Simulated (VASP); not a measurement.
# B (Pm-3n) in VASP: notebook

Runs on B. Level: PBEsol. Tasks: single point, relaxation of cell and atoms.

All numbers are computed with VASP 6.6.1; they aren't measurements. Logs are shortened: lines on timing, memory, paths and dates and some standing lists are left out, and cuts for length are marked.

## 1. The cell of the first run

The structure is cubic, space group Pm-3n (No. 223). The conventional cell has a = 3.650 Å, b = 3.650 Å, c = 3.650 Å, α = 90.00°, β = 90.00°, γ = 90.00°. B (site symmetry m-3) has 12 B at 2.04 Å within 2.7 Å. B (site symmetry -4m2) has 14 B at 1.82 to 2.24 Å within 2.4 Å.

## 2. Single point, PBEsol

INCAR reads:

```
SYSTEM = B
PREC = Accurate
ENCUT = 520
EDIFF = 1E-6
ISMEAR = -1
SIGMA = 0.1
LREAL = .FALSE.
LASPH = .TRUE.
NELM = 80
ALGO = Normal
ISIF = 2
LWAVE = .FALSE.
LCHARG = .FALSE.
GGA = PS
NBANDS = 22
```

KPOINTS reads:

```
regular mesh
0
G
  7 7 7
  0 0 0
```

POSCAR reads:

```
B
1.0
    3.6497743171      0.0000000000      0.0000000000
    0.0000000000      3.6497743171      0.0000000000
    0.0000000000      0.0000000000      3.6497743171
B
8
Direct
    0.0000000000      1.0000000000      1.0000000000
    0.5000000000      0.5000000000      0.5000000000
    0.2500000000      0.0000000000      0.5000000000
    0.7500000000      1.0000000000      0.5000000000
    0.5000000000      0.2500000000      1.0000000000
    0.5000000000      0.7500000000      1.0000000000
    1.0000000000      0.5000000000      0.2500000000
    1.0000000000      0.5000000000      0.7500000000
```

Potentials or basis: VASP PAW PBE potentials, release 64 (B).

On the command line:

```
cat potpaw_PBE.64/B/POTCAR > POTCAR
mpirun -np 1 vasp_std > vasp.out
```

OUTCAR:

```text
SYSTEM = B
   PREC = Accurate
   ENCUT = 520
   EDIFF = 1E-6
   ISMEAR = -1
   LREAL = .FALSE.
   LASPH = .TRUE.
   NELM = 80
   ISIF = 2
   GGA = PS

 ion  position               nearest neighbor table
   1  0.000  0.000  0.000-   3 2.04   4 2.04   5 2.04   6 2.04   7 2.04   8 2.04   3 2.04   4 2.04
                             7 2.04   8 2.04   5 2.04   6 2.04
   2  0.500  0.500  0.500-   3 2.04   4 2.04   5 2.04   6 2.04   7 2.04   8 2.04   5 2.04   6 2.04
                             3 2.04   4 2.04   7 2.04   8 2.04
   3  0.250  0.000  0.500-   4 1.82   4 1.82   1 2.04   1 2.04   2 2.04   2 2.04
   4  0.750  0.000  0.500-   3 1.82   3 1.82   1 2.04   1 2.04   2 2.04   2 2.04
   5  0.500  0.250  0.000-   6 1.82   6 1.82   1 2.04   2 2.04   2 2.04   1 2.04
   6  0.500  0.750  0.000-   5 1.82   5 1.82   1 2.04   2 2.04   2 2.04   1 2.04
   7  0.000  0.500  0.250-   8 1.82   8 1.82   1 2.04   2 2.04   1 2.04   2 2.04
   8  0.000  0.500  0.750-   7 1.82   7 1.82   1 2.04   2 2.04   1 2.04   2 2.04

  LATTYP: Found a simple cubic cell.
 ALAT       =     3.6497743171

  Lattice vectors:

 A1 = (   3.6497743171,   0.0000000000,   0.0000000000)
 A2 = (   0.0000000000,   3.6497743171,   0.0000000000)
 A3 = (   0.0000000000,   0.0000000000,   3.6497743171)

Analysis of symmetry for initial positions (statically):
=====================================================================
 Subroutine PRICEL returns:
 Original cell was already a primitive cell.

 Routine SETGRP: Setting up the symmetry group for a
 simple cubic supercell.

 Subroutine GETGRP returns: Found 48 space group operations
 (whereof 24 operations were pure point group operations)
 out of a pool of 48 trial point group operations.

The static configuration has the point symmetry T_h .
 The point group associated with its full space group is O_h .

Analysis of symmetry for dynamics (positions and initial velocities):
=====================================================================
 Subroutine PRICEL returns:
 Original cell was already a primitive cell.

 Routine SETGRP: Setting up the symmetry group for a
 simple cubic supercell.

 Subroutine GETGRP returns: Found 48 space group operations
 (whereof 24 operations were pure point group operations)
 out of a pool of 48 trial point group operations.

The dynamic configuration has the point symmetry T_h .
 The point group associated with its full space group is O_h .

 Subroutine INISYM returns: Found 48 space group operations
 (whereof 24 operations are pure point group operations),
 and found     1 'primitive' translations

----------------------------------------------------------------------------------------

                                     Primitive cell

  volume of cell :      48.6181

  direct lattice vectors                    reciprocal lattice vectors
     3.649774317  0.000000000  0.000000000     0.273989544  0.000000000  0.000000000
     0.000000000  3.649774317  0.000000000     0.000000000  0.273989544  0.000000000
     0.000000000  0.000000000  3.649774317     0.000000000  0.000000000  0.273989544

  length of vectors
     3.649774317  3.649774317  3.649774317     0.273989544  0.273989544  0.273989544

  position of ions in fractional coordinates (direct lattice)
     0.000000000  0.000000000  0.000000000
     0.500000000  0.500000000  0.500000000
     0.250000000  0.000000000  0.500000000
     0.750000000  0.000000000  0.500000000
     0.500000000  0.250000000  0.000000000
     0.500000000  0.750000000  0.000000000
     0.000000000  0.500000000  0.250000000
     0.000000000  0.500000000  0.750000000

  ion indices of the primitive-cell ions
   primitive index   ion index
                 1           1
                 2           2
                 3           3
                 4           4
                 5           5
                 6           6
                 7           7
                 8           8

----------------------------------------------------------------------------------------

 KPOINTS: regular mesh

Automatic generation of k-mesh.
 Grid dimensions read from file:
 generate k-points for:    7    7    7

 Generating k-lattice:

  Cartesian coordinates                     Fractional coordinates (reciprocal lattice)
     0.039141363  0.000000000  0.000000000     0.142857143  0.000000000  0.000000000
     0.000000000  0.039141363  0.000000000     0.000000000  0.142857143  0.000000000
     0.000000000  0.000000000  0.039141363     0.000000000  0.000000000  0.142857143

  Length of vectors
     0.039141363  0.039141363  0.039141363

  Shift w.r.t. Gamma in fractional coordinates (k-lattice)
     0.000000000  0.000000000  0.000000000

 Subroutine IBZKPT returns following result:
 ===========================================

 Found     20 irreducible k-points:

 Following reciprocal coordinates:
            Coordinates               Weight
  0.000000  0.000000  0.000000      1.000000
  0.142857  0.000000  0.000000      6.000000
  0.285714  0.000000  0.000000      6.000000
  0.428571  0.000000  0.000000      6.000000
  0.142857  0.142857  0.000000     12.000000
  0.285714  0.142857  0.000000     24.000000
[... 12 lines left out ...]
  0.428571  0.428571  0.285714     24.000000
  0.428571  0.428571  0.428571      8.000000
   k-points           NKPTS =     20   k-points in BZ     NKDIM =     20   number of bands    NBANDS=     22
   number of dos      NEDOS =    301   number of ions     NIONS =      8
   total plane-waves  NPLWV =  21952
   dimension x,y,z NGX =    28 NGY =   28 NGZ =   28
   dimension x,y,z NGXF=    56 NGYF=   56 NGZF=   56
   ions per type =               8
   NGX,Y,Z   is equivalent  to a cutoff of  12.75, 12.75, 12.75 a.u.
   NGXF,Y,Z  is equivalent  to a cutoff of  25.51, 25.51, 25.51 a.u.
 SYSTEM =  B
   PREC   = accura    normal or accurate (medium, high low for compatibility)
   ISTART =      0    job   : 0-new  1-cont  2-samecut
   ICHARG =      2    charge: 1-file 2-atom 10-const
   ISPIN  =      1    spin polarized calculation?
   LNONCOLLINEAR =      F non collinear calculations
   LSORBIT =      F    spin-orbit coupling
   LASPH  =      T    aspherical Exc in radial PAW
   ENCUT  =  520.0 eV  38.22 Ry    6.18 a.u.   6.79  6.79  6.79*2*pi/ulx,y,z
   NELM   =     80;   NELMIN=  2; NELMDL= -5     # of ELM steps
   EDIFF  = 0.1E-05   stopping-criterion for ELM
   LREAL  =      F    real-space projection
   EDIFFG = 0.1E-04   stopping-criterion for IOM
   NSW    =      0    number of steps for IOM
   IBRION =     -1    ionic relax: 0-MD 1-quasi-New 2-CG
   NFREE  =      0    steps in history (QN), initial steepest desc. (CG)
   ISIF   =      2    stress and relaxation
   ISYM   =      2    0-nonsym 1-usesym 2-fastsym
   POTIM  = 0.5000    time-step for ionic-motion
   TEBEG  =    0.0;   TEEND  =   0.0 temperature during run
   PSTRESS=    0.0 pullay stress
   NELECT =      24.0000    total number of electrons
   NUPDOWN=      -1.0000    fix difference up-down
   EMIN   =  10.00;   EMAX   =-10.00  energy-range for DOS
   EFERMI =   0.00;   METHOD = LEGACY
   ISMEAR =    -1;   SIGMA  =   0.10  broadening in eV -4-tet -1-fermi 0-gaus
   EFERMI_NEDOS =   21; number of points for ismear=-14 and -15
   IALGO  =     38    algorithm
   IMIX   =      4    mixing-type and parameters
     AMIX     =   0.40;   BMIX     =  1.00
     AMIX_MAG =   1.60;   BMIX_MAG =  1.00
  volume/ion in A,a.u.               =       6.08        41.01
  Fermi-wavevector in a.u.,A,eV,Ry     =   1.293836  2.444996 22.776311  1.674012
  Thomas-Fermi vector in A             =   2.425457
   LORBIT       =      0    0 simple, 1 ext, 2 COOP (PROOUT), +10 PAW based schemes
   GGA     = PS    functional components
   LHFCALC =     F    Hartree Fock is set to
   AEXX    =    0.0000 exact exchange contribution
   IVDW    =     0    specifies the selected vdW correction
   LEPSILON=     F    determine dielectric tensor
   LRPA    =     F    only Hartree local field effects (RPA)
 non-spin polarized calculation
  energy-cutoff  :      520.00
  volume of cell :       48.62
 maximum number of plane-waves:      1357
 NGX is ok and might be reduce to    28
   NGX = 13   NGY = 13   NGZ = 13

 number of electron      24.0000002 magnetization

 Free energy of the ion-electron system (eV)
  ---------------------------------------------------
  ext. energy  EPLUGINS =         0.00000000
  ---------------------------------------------------
  free energy    TOTEN  =       -44.60301564 eV

  energy without entropy =      -44.54538320  energy(sigma->0) =      -44.57419942

 E-fermi :  10.2148     XC(G=0): -12.8966

 val. band max:       10.1917479102   @ k =   0.2857   0.0000   0.0000
 cond. band min:      10.3411298711   @ k =   0.2857   0.2857   0.0000
 fundamental gap:      0.1493819609
 Fermi energy:        10.2148329645

 k-point     1 :       0.0000    0.0000    0.0000
  band No.  band energies     occupation
      1      -8.6534      2.00000
      2      -0.2574      2.00000
      3      -0.2574      2.00000
      4      -0.2574      2.00000
      5       0.6039      2.00000
      6       0.6039      2.00000
[... 14 lines left out ...]
     21      16.6598      0.00000
     22      16.6598      0.00000

 k-point     2 :       0.1429    0.0000    0.0000
  band No.  band energies     occupation
      1      -8.4696      2.00000
      2      -2.1302      2.00000
      3      -0.0706      2.00000
      4      -0.0706      2.00000
      5       0.7241      2.00000
      6       0.7600      2.00000
[... 14 lines left out ...]
     21      15.9946      0.00000
     22      16.0724      0.00000
[... 423 lines left out ...]
     21      16.9034      0.00000
     22      17.2588      0.00000

 k-point    20 :       0.4286    0.4286    0.4286
  band No.  band energies     occupation
      1      -3.7097      2.00000
      2      -2.4672      2.00000
      3      -2.4672      2.00000
      4      -2.4087      2.00000
      5      -1.2353      2.00000
      6      -1.2353      2.00000
[... 14 lines left out ...]
     21      16.8219      0.00000
     22      16.8219      0.00000

------------------------ aborting loop because EDIFF is reached ----------------------------------------

  FORCE on cell =-STRESS in cart. coord.  units (eV):
  Direction    XX          YY          ZZ          XY          YZ          ZX
  --------------------------------------------------------------------------------------
  -------------------------------------------------------------------------------------
  Total        0.0804185      0.0804185      0.0804185      0.0000000      0.0000000     -0.0000000
  in kB        2.6501379      2.6501379      2.6501379      0.0000000      0.0000000     -0.0000000
  external PRESSURE =       2.6501379 kB  Pullay stress =       0.0000000 kB

 VOLUME and BASIS-vectors are now :
 -----------------------------------------------------------------------------
  energy-cutoff  :      520.00
  volume of cell :       48.62
      direct lattice vectors                 reciprocal lattice vectors
     3.649774317  0.000000000  0.000000000     0.273989544  0.000000000  0.000000000
     0.000000000  3.649774317  0.000000000     0.000000000  0.273989544  0.000000000
     0.000000000  0.000000000  3.649774317     0.000000000  0.000000000  0.273989544

 POSITION                                       TOTAL-FORCE (eV/Angst)
 -----------------------------------------------------------------------------------
      0.00000      0.00000      0.00000        -0.000000     -0.000000     -0.000000
      1.82489      1.82489      1.82489        -0.000000     -0.000000     -0.000000
      0.91244      0.00000      1.82489        -0.000000     -0.000000     -0.000000
      2.73733      0.00000      1.82489         0.000000     -0.000000      0.000000
      1.82489      0.91244      0.00000         0.000000     -0.000000     -0.000000
      1.82489      2.73733      0.00000        -0.000000     -0.000000      0.000000
      0.00000      1.82489      0.91244         0.000000      0.000000      0.000000
      0.00000      1.82489      2.73733        -0.000000      0.000000     -0.000000
 -----------------------------------------------------------------------------------
    total drift:                                0.000000      0.000000     -0.000000

  FREE ENERGIE OF THE ION-ELECTRON SYSTEM (eV)
  ---------------------------------------------------
  free  energy   TOTEN  =       -44.6030156375 eV

  energy  without entropy=      -44.5453831952  energy(sigma->0) =      -44.57419942
```

It took 8.2 s on 1 thread of Intel Xeon 6975P-C (Granite Rapids), shared host; peak memory 0.15 GiB.

What came out:

| Quantity | Value |
| --- | --- |
| Free energy | -44.6030 eV |
| Pressure | 0.3 GPa |
| Band gap on the k mesh | zero (band 12 reaches 13.39 eV, above the bottom of band 13 at 9.56 eV) |

Caveat: the PAW data sets were made with another functional, which shifts forces and pressure a little.

## 3. Single point, PBEsol

INCAR reads:

```
SYSTEM = B
PREC = Accurate ; ENCUT = 520
EDIFF = 1E-6 ; ISMEAR = -1
SIGMA = 0.1 ; LREAL = .False.
LASPH = .True. ; NELM = 60
ALGO = Normal ; ISIF = 2
LWAVE = .False. ; LCHARG = .False.
GGA = PS ; NBANDS = 22
```

KPOINTS reads:

```
Automatic mesh
0
Gamma
  9 9 9
  0 0 0
```

POSCAR is that of step 2.

Potentials or basis: VASP PAW PBE potentials, release 64 (B).

On the command line:

```
cat potpaw_PBE.64/B/POTCAR > POTCAR
mpirun -np 1 vasp_std > vasp.out
```

Run time: 12 s. Hardware: 1 thread of Intel Xeon 6975P-C (Granite Rapids), shared host; peak memory 0.16 GiB.

Results (log left out):

```yaml
Free_energy: -44.5918 eV
Pressure: 0.0 GPa
Band_gap_on_the_k_mesh: zero (band 12 reaches 13.71 eV, above the bottom of band 13 at 9.20 eV)
```

Levels at points of the mesh, in eV from the Fermi level:
```csv
k point,band 8,band 9,band 10,band 11,band 12,band 13,band 14,band 15,band 16,band 17
"(0.00, 0.00, 0.00)",-2.56,-2.56,-2.56,-2.23,-2.23,-0.24,-0.24,-0.24,2.21,2.21
```

Caveat: the PAW data sets were made with another functional, which shifts forces and pressure a little.

## 4. Relaxation of cell and atoms, PBEsol

This run uses another cell than the first one, of 6.55 Å³/atom, 1.078 times its volume.

INCAR reads:

```
PREC = Accurate
ENCUT = 600
EDIFF = 1E-6
ISMEAR = -1
SIGMA = 0.1
LREAL = False
LASPH = True
NELM = 100
ALGO = Normal
ISIF = 3
LWAVE = False
LCHARG = False
GGA = PS
IBRION = 2
NSW = 80
EDIFFG = -0.01
```

KPOINTS reads:

```
regular mesh
0
Gamma
  7 7 7
```

POSCAR reads:

```
B
1.0
    3.7428346132      0.0000000000      0.0000000000
    0.0000000000      3.7428346132      0.0000000000
    0.0000000000      0.0000000000      3.7428346132
B
8
Direct
    0.0000000000      0.0000000000      0.0000000000
    0.5000000000      0.5000000000      0.5000000000
    0.2500000000      0.0000000000      0.5000000000
    0.7500000000      0.0000000000      0.5000000000
    0.5000000000      0.2500000000      0.0000000000
    0.5000000000      0.7500000000      0.0000000000
    0.0000000000      0.5000000000      0.2500000000
    0.0000000000      0.5000000000      0.7500000000
```

On the command line:

```
cat potpaw_PBE.64/B/POTCAR > POTCAR
mpirun -np 1 vasp_std > vasp.out
```

It took 18 s on 1 thread of Intel Xeon 6975P-C (Granite Rapids), shared host; peak memory 0.16 GiB.

It converged, with:

```
Free energy                            : -44.6132 eV
Relaxed volume                         : 6.08 Å³/atom
Relaxed cell                           : a = 3.651 Å, b = 3.651 Å, c = 3.651 Å, α = 90.00°, β = 90.00°, γ = 90.00°
Space group after relaxing (to 0.05 Å) : Pm-3n (No. 223)
Energy gained by relaxing              : 25.3 meV/atom
Ionic steps                            : 3
Pressure after relaxing                : 0.0 GPa
Band gap on the k mesh                 : zero (band 12 reaches 13.37 eV, above the bottom of band 13 at 9.55 eV)
```

Step by step:
| step | energy change (eV) | largest force (eV/Å) | pressure (GPa) | volume (Å³) |
| --- | --- | --- | --- | --- |
| 1 | 0.0000 | 0.0000 | -16.21 | 52.43 |
| 2 | -0.1823 | 0.0000 | 6.00 | 47.56 |
| 3 | -0.2025 | 0.0000 | 0.04 | 48.66 |

Final structure:
```xyz
8
Lattice="3.6507 0.0000 0.0000 0.0000 3.6507 0.0000 0.0000 0.0000 3.6507" Properties=species:S:1:pos:R:3 pbc="T T T"
B     0.0000    0.0000    0.0000
B     1.8254    1.8254    1.8254
B     0.9127    0.0000    1.8254
B     2.7380    0.0000    1.8254
B     1.8254    0.9127    0.0000
B     1.8254    2.7380    0.0000
B     0.0000    1.8254    0.9127
B     0.0000    1.8254    2.7380
```

Levels at points of the mesh, in eV from the Fermi level:
```tsv
k point	band 10	band 11	band 12	band 13	band 14	band 15
(0.00, 0.00, 0.00)	-2.56	-2.23	-2.23	-0.24	-0.24	-0.24
```

Caveat: the PAW data sets were made with another functional, which shifts forces and pressure a little.

## 5. Overview

| task | cell | k mesh | cutoff (eV) | gap on the mesh (eV) | pressure (GPa) |
| --- | --- | --- | --- | --- | --- |
| single point | a = 3.650 Å, 8 atoms | 7 × 7 × 7 | 520 | none | 0.3 |
| single point | a = 3.650 Å, 8 atoms | 9 × 9 × 9 | 520 | none | 0.0 |
| relaxation of cell and atoms | relaxed from a = 3.743 Å, 8 atoms | 7 × 7 × 7 | 600 | none | 0.0 |

Alike in all rows: level PBEsol; potentials or basis VASP PAW PBE potentials, release 64 (B); no spin polarisation; smearing fermi-dirac 0.1 eV.

Caveats: the PAW data sets were made with another functional, which shifts forces and pressure a little.

Absolute energies hang on the potentials; compare differences alone.
